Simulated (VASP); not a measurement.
# LuSc (Amm2) in VASP: relaxation of cell and atoms with PBE

Aim: the relaxation of cell and atoms of LuSc with PBE.

Everything below comes from runs of VASP 6.6.1. Logs are shortened: lines on timing, memory, paths and dates and some standing lists are left out, and cuts for length are marked.

## Step 1: The cell of the first run

Symmetry: Amm2, No. 38, orthorhombic system. Conventional cell: a = 5.263 Å, b = 3.175 Å, c = 5.525 Å, α = 90.00°, β = 90.00°, γ = 90.00°. Lu (site symmetry mm2) has 6 Sc at 2.88 to 3.46 Å and 6 Lu at 3.18 to 3.19 Å within 3.8 Å. Within 3.8 Å of Sc (site symmetry mm2) lie 6 Lu at 2.88 to 3.46 Å and 6 Sc at 3.18 to 3.19 Å.

The cell was built from a structure type or drawn by symmetry, and may not be a known phase.

## Step 2: Relaxation of cell and atoms, PBE

INCAR reads:

```
ALGO     = Normal         # electronic algorithm
EDIFF    = 1E-6           # SCF threshold, eV
EDIFFG   = -0.08          # ionic threshold
ENCUT    = 600            # plane-wave cutoff, eV
GGA      = PE             # functional
IBRION   = 2              # ionic algorithm
ISIF     = 3              # what is computed and relaxed
ISMEAR   = 0              # smearing method
LASPH    = True           # aspherical terms in the spheres
LCHARG   = False          # write CHGCAR
LREAL    = False          # projectors in reciprocal space
LWAVE    = False          # write WAVECAR
NELM     = 60             # most SCF steps
NSW      = 36             # ionic steps
PREC     = Accurate       # precision mode
SIGMA    = 0.2            # smearing width, eV
```

KPOINTS reads:

```
k-points
0
Gamma
  4 7 7
```

POSCAR reads:

```
LuSc
1.0
    5.2626238200      0.0000000000      0.0000000000
    0.0000000000      1.5877244800      2.7624141200
    0.0000000000     -1.5877244800      2.7624141200
Lu Sc
1 1
Direct
    0.0000000000      0.8194260000      0.8194260000
    0.5000000000      0.0305650600      0.0305650600
```

Potentials or basis: VASP PAW PBE potentials, release 64 (Lu, Sc_sv).

Started as:

```sh
cat potpaw_PBE.64/Lu/POTCAR potpaw_PBE.64/Sc_sv/POTCAR > POTCAR
mpirun -np 1 vasp_std > vasp.out
```

OUTCAR:

```text
EDIFF = 1E-6
   EDIFFG = -0.08
   ENCUT = 600
   GGA = PE
   IBRION = 2
   ISIF = 3
   ISMEAR = 0
   LASPH = True
   LREAL = False
   NELM = 60
   NSW = 36
   PREC = Accurate

 ion  position               nearest neighbor table
   1  0.000  0.819  0.819-   2 2.88   2 2.88   2 3.46   2 3.46   2 3.46   2 3.46
   2  0.500  0.031  0.031-   1 2.88   1 2.88   1 3.46   1 3.46   1 3.46   1 3.46

  LATTYP: Found a base centered orthorhombic cell.
 ALAT       =     3.1754489600
 B/A-ratio  =     1.7398573586
 C/A-ratio  =     1.6572849655

  Lattice vectors:

 A1 = (   0.0000000000,   1.5877244800,  -2.7624141200)
 A2 = (   0.0000000000,   1.5877244800,   2.7624141200)
 A3 = (   5.2626238200,   0.0000000000,   0.0000000000)

Analysis of symmetry for initial positions (statically):
=====================================================================
 Subroutine PRICEL returns:
 Original cell was already a primitive cell.

 Routine SETGRP: Setting up the symmetry group for a
 base centered orthorhombic supercell.

 Subroutine GETGRP returns: Found  4 space group operations
 (whereof  4 operations were pure point group operations)
 out of a pool of  8 trial point group operations.

The static configuration has the point symmetry C_2v.

Analysis of symmetry for dynamics (positions and initial velocities):
=====================================================================
 Subroutine PRICEL returns:
 Original cell was already a primitive cell.

 Routine SETGRP: Setting up the symmetry group for a
 base centered orthorhombic supercell.

 Subroutine GETGRP returns: Found  4 space group operations
 (whereof  4 operations were pure point group operations)
 out of a pool of  8 trial point group operations.

The dynamic configuration has the point symmetry C_2v.

 Subroutine INISYM returns: Found  4 space group operations
 (whereof  4 operations are pure point group operations),
 and found     1 'primitive' translations

----------------------------------------------------------------------------------------

                                     Primitive cell

  volume of cell :      46.1632

  direct lattice vectors                    reciprocal lattice vectors
     5.262623820  0.000000000  0.000000000     0.190019282  0.000000000  0.000000000
     0.000000000  1.587724480  2.762414120     0.000000000  0.314916099  0.181001102
     0.000000000 -1.587724480  2.762414120     0.000000000 -0.314916099  0.181001102

  length of vectors
     5.262623820  3.186189071  3.186189071     0.190019282  0.363226580  0.363226580

  position of ions in fractional coordinates (direct lattice)
     0.000000000  0.819426000  0.819426000
     0.500000000  0.030565060  0.030565060

  ion indices of the primitive-cell ions
   primitive index   ion index
                 1           1
                 2           2

----------------------------------------------------------------------------------------

 KPOINTS: k-points

Automatic generation of k-mesh.
 Grid dimensions read from file:
 generate k-points for:    4    7    7

 Generating k-lattice:

  Cartesian coordinates                     Fractional coordinates (reciprocal lattice)
     0.047504821  0.000000000  0.000000000     0.250000000  0.000000000  0.000000000
     0.000000000  0.044988014  0.025857300     0.000000000  0.142857143  0.000000000
     0.000000000 -0.044988014  0.025857300     0.000000000  0.000000000  0.142857143

  Length of vectors
     0.047504821  0.051889511  0.051889511

  Shift w.r.t. Gamma in fractional coordinates (k-lattice)
     0.000000000  0.000000000  0.000000000

 Subroutine IBZKPT returns following result:
 ===========================================

 Found     48 irreducible k-points:

 Following reciprocal coordinates:
            Coordinates               Weight
  0.000000  0.000000  0.000000      1.000000
  0.250000  0.000000  0.000000      2.000000
  0.500000  0.000000  0.000000      1.000000
  0.000000  0.142857 -0.000000      4.000000
  0.250000  0.142857 -0.000000      8.000000
  0.500000  0.142857 -0.000000      4.000000
[... 16 lines left out ...]
  0.250000 -0.428571  0.142857      8.000000
  0.500000 -0.428571  0.142857      4.000000
 [... further k-points ...]
   k-points           NKPTS =     48   k-points in BZ     NKDIM =     48   number of bands    NBANDS=     22
   number of dos      NEDOS =    301   number of ions     NIONS =      2
   total plane-waves  NPLWV =  32928
   dimension x,y,z NGX =    42 NGY =   28 NGZ =   28
   dimension x,y,z NGXF=    84 NGYF=   56 NGZF=   56
   ions per type =               1   1
   NGX,Y,Z   is equivalent  to a cutoff of  13.27, 14.61, 14.61 a.u.
   NGXF,Y,Z  is equivalent  to a cutoff of  26.54, 29.22, 29.22 a.u.
 SYSTEM =  unknown system
   PREC   = accura    normal or accurate (medium, high low for compatibility)
   ISTART =      0    job   : 0-new  1-cont  2-samecut
   ICHARG =      2    charge: 1-file 2-atom 10-const
   ISPIN  =      1    spin polarized calculation?
   LNONCOLLINEAR =      F non collinear calculations
   LSORBIT =      F    spin-orbit coupling
   LASPH  =      T    aspherical Exc in radial PAW
   ENCUT  =  600.0 eV  44.10 Ry    6.64 a.u.  10.51  6.36  6.36*2*pi/ulx,y,z
   NELM   =     60;   NELMIN=  2; NELMDL= -5     # of ELM steps
   EDIFF  = 0.1E-05   stopping-criterion for ELM
   LREAL  =      F    real-space projection
   EDIFFG = -.8E-01   stopping-criterion for IOM
   NSW    =     36    number of steps for IOM
   IBRION =      2    ionic relax: 0-MD 1-quasi-New 2-CG
   NFREE  =      1    steps in history (QN), initial steepest desc. (CG)
   ISIF   =      3    stress and relaxation
   ISYM   =      2    0-nonsym 1-usesym 2-fastsym
   POTIM  = 0.5000    time-step for ionic-motion
   TEBEG  =    0.0;   TEEND  =   0.0 temperature during run
   PSTRESS=    0.0 pullay stress
   NELECT =      36.0000    total number of electrons
   NUPDOWN=      -1.0000    fix difference up-down
   EMIN   =  10.00;   EMAX   =-10.00  energy-range for DOS
   EFERMI =   0.00;   METHOD = LEGACY
   ISMEAR =     0;   SIGMA  =   0.20  broadening in eV -4-tet -1-fermi 0-gaus
   EFERMI_NEDOS =   21; number of points for ismear=-14 and -15
   IALGO  =     38    algorithm
   IMIX   =      4    mixing-type and parameters
     AMIX     =   0.40;   BMIX     =  1.00
     AMIX_MAG =   1.60;   BMIX_MAG =  1.00
  volume/ion in A,a.u.               =      23.08       155.76
  Fermi-wavevector in a.u.,A,eV,Ry     =   1.506874  2.847579 30.894327  2.270669
  Thomas-Fermi vector in A             =   2.617534
   LORBIT       =      0    0 simple, 1 ext, 2 COOP (PROOUT), +10 PAW based schemes
   GGA     = PE    functional components
   LHFCALC =     F    Hartree Fock is set to
   AEXX    =    0.0000 exact exchange contribution
   IVDW    =     0    specifies the selected vdW correction
   LEPSILON=     F    determine dielectric tensor
   LRPA    =     F    only Hartree local field effects (RPA)
 conjugate gradient relaxation of ions
 non-spin polarized calculation
 Gauss-broadening in eV      SIGMA  =   0.20
  energy-cutoff  :      600.00
  volume of cell :       46.16
 maximum number of plane-waves:      1553
   NGX = 21   NGY = 13   NGZ = 13

--------------------------------------- Ionic step        1  -------------------------------------------

 number of electron      35.9999999 magnetization

 Free energy of the ion-electron system (eV)
  ---------------------------------------------------
  ext. energy  EPLUGINS =         0.00000000
  ---------------------------------------------------
  free energy    TOTEN  =       -10.22973666 eV

  energy without entropy =      -10.16520067  energy(sigma->0) =      -10.19746866

 E-fermi :   3.6229     XC(G=0): -10.9881

 val. band max:        3.5959551706   @ k =   0.2500  -0.2857   0.2857
 cond. band min:       3.6423559099   @ k =   0.0000  -0.4286   0.1429
 fundamental gap:      0.0464007393
 Fermi energy:         3.6229284479

 k-point     1 :       0.0000    0.0000    0.0000
  band No.  band energies     occupation
      1     -52.1818      2.00000
      2     -45.5555      2.00000
      3     -24.4638      2.00000
      4     -23.9767      2.00000
      5     -23.9682      2.00000
      6     -22.8373      2.00000
[... 574 lines left out ...]
      6     -23.2057      2.00000
[... 14 lines left out ...]
     21       4.8379      0.00000
     22       7.1779      0.00000

 [... further k-points ...]
[... 5 lines left out ...]
  --------------------------------------------------------------------------------------
  -------------------------------------------------------------------------------------
  Total        3.0405521      1.8398098      2.8364929      0.0000000      0.0000000      0.0000000
  in kB      105.5277745     63.8538743     98.4455391      0.0000000      0.0000000      0.0000000
  external PRESSURE =      89.2757293 kB  Pullay stress =       0.0000000 kB
[... 89 lines left out ...]
  FREE ENERGIE OF THE ION-ELECTRON SYSTEM (eV)
  ---------------------------------------------------
  free  energy   TOTEN  =       -10.4992457834 eV

  energy  without entropy=      -10.4143872994  energy(sigma->0) =      -10.45681654

[... ionic steps 4 to 11 ...]

--------------------------------------- Ionic step       12  -------------------------------------------

 number of electron      36.0000008 magnetization

------------------------ aborting loop because EDIFF is reached ----------------------------------------

  FORCE on cell =-STRESS in cart. coord.  units (eV):
  Direction    XX          YY          ZZ          XY          YZ          ZX
  --------------------------------------------------------------------------------------
  -------------------------------------------------------------------------------------
  Total        0.0381182      0.0829204      0.3279352      0.0000000      0.0000000      0.0000000
  in kB        1.1438081      2.4881800      9.8402990      0.0000000      0.0000000      0.0000000
  external PRESSURE =       4.4907624 kB  Pullay stress =       0.0000000 kB
[... 57 lines left out ...]
  energy  without entropy=      -10.7111984287  energy(sigma->0) =      -10.74522143

--------------------------------------- Ionic step       14  -------------------------------------------

 number of electron      36.0000010 magnetization

 Free energy of the ion-electron system (eV)
  ---------------------------------------------------
  ext. energy  EPLUGINS =         0.00000000
  ---------------------------------------------------
  free energy    TOTEN  =       -10.78030085 eV

  energy without entropy =      -10.71225030  energy(sigma->0) =      -10.74627557

 E-fermi :   2.8579     XC(G=0): -10.2865

 val. band max:        2.8108116006   @ k =   0.2500   0.4286  -0.0000
 cond. band min:       2.8897433308   @ k =   0.5000  -0.2857   0.2857
 fundamental gap:      0.0789317302
 Fermi energy:         2.8579032179

 k-point     1 :       0.0000    0.0000    0.0000
  band No.  band energies     occupation
      1     -53.1773      2.00000
      2     -46.6771      2.00000
      3     -25.3604      2.00000
      4     -25.1994      2.00000
      5     -25.1947      2.00000
      6     -23.8316      2.00000
[... 574 lines left out ...]
      6     -24.0114      2.00000
[... 14 lines left out ...]
     21       3.7112      0.00000
     22       5.3598      0.00000

 [... further k-points ...]
[... 5 lines left out ...]
  --------------------------------------------------------------------------------------
  -------------------------------------------------------------------------------------
  Total       -0.0621442     -0.0489779      0.0653110      0.0000000      0.0000000      0.0000000
  in kB       -1.8465378     -1.4553161      1.9406357      0.0000000      0.0000000      0.0000000
  external PRESSURE =      -0.4537394 kB  Pullay stress =       0.0000000 kB
[... 17 lines left out ...]
  FREE ENERGIE OF THE ION-ELECTRON SYSTEM (eV)
  ---------------------------------------------------
  free  energy   TOTEN  =       -10.7803008463 eV

  energy  without entropy=      -10.7122502987  energy(sigma->0) =      -10.74627557

 reached required accuracy - stopping structural energy minimisation
```

It took 23 min on 1 thread of Oxide Virtual Turin-like, shared host; peak memory 0.21 GiB.

Results:

| Item | Value |
| --- | --- |
| Free energy | -10.7803 eV |
| Relaxed volume | 26.96 Å³/atom |
| Relaxed cell | a = 5.321 Å, b = 3.414 Å, c = 3.414 Å, α = 60.41°, β = 90.00°, γ = 90.00° |
| Space group after relaxing (to 0.1 Å) | P-6m2 (No. 187) |
| Energy gained by relaxing | 275.3 meV/atom |
| Ionic steps | 14 |
| Pressure after relaxing | 0.0 GPa |
| Largest force after relaxing | 0.029 eV/Å |
| Band gap on the k mesh | zero (bands 18 and 19 overlap by 1.42 eV) |

Forces in eV/Å, atoms in the order of the input:
```
Lu   0.000  0.000  0.029
Sc   0.000  0.000 -0.029
```

Stress tensor (GPa, compression positive):
```
-0.18  0.00  0.00
 0.00 -0.15  0.00
 0.00  0.00  0.19
```

Step by step:
| step | energy change (eV) | largest force (eV/Å) | pressure (GPa) | volume (Å³) |
| --- | --- | --- | --- | --- |
| 1 | 0.0000 | 0.8512 | 8.93 | 46.16 |
| 2 | -0.2695 | 0.6828 | -0.93 | 55.29 |
| 3 | -0.2695 | 0.6835 | -1.00 | 55.25 |
| 4 | -0.3196 | 0.6184 | -0.77 | 54.96 |
| 5 | -0.4272 | 0.3649 | 0.04 | 54.10 |
| 6 | -0.4076 | 0.2229 | 1.94 | 52.38 |
| 7 | -0.4590 | 0.0917 | 0.85 | 53.33 |
| 8 | -0.4969 | 0.0176 | 0.50 | 53.65 |
| 9 | -0.5254 | 0.2504 | -0.52 | 54.50 |
| 10 | -0.5317 | 0.1654 | -0.29 | 54.26 |
| 11 | -0.5438 | 0.1132 | -0.06 | 53.93 |
| 12 | -0.5492 | 0.0210 | 0.45 | 53.39 |
| 13 | -0.5495 | 0.0391 | 0.39 | 53.50 |
| 14 | -0.5506 | 0.0293 | -0.05 | 53.92 |

Final structure:
```
CELL_PARAMETERS angstrom
5.32092 0.00000 0.00000
0.00000 1.71747 2.95016
0.00000 -1.71747 2.95016
ATOMIC_POSITIONS crystal
Lu 0.00000 0.75609 0.75609
Sc 0.50000 0.09390 0.09390
```

Caveat: the volume moved by over 15 % at a fixed basis, so the end points are rough; spin-orbit coupling is left out, which moves the levels of the heavy elements.
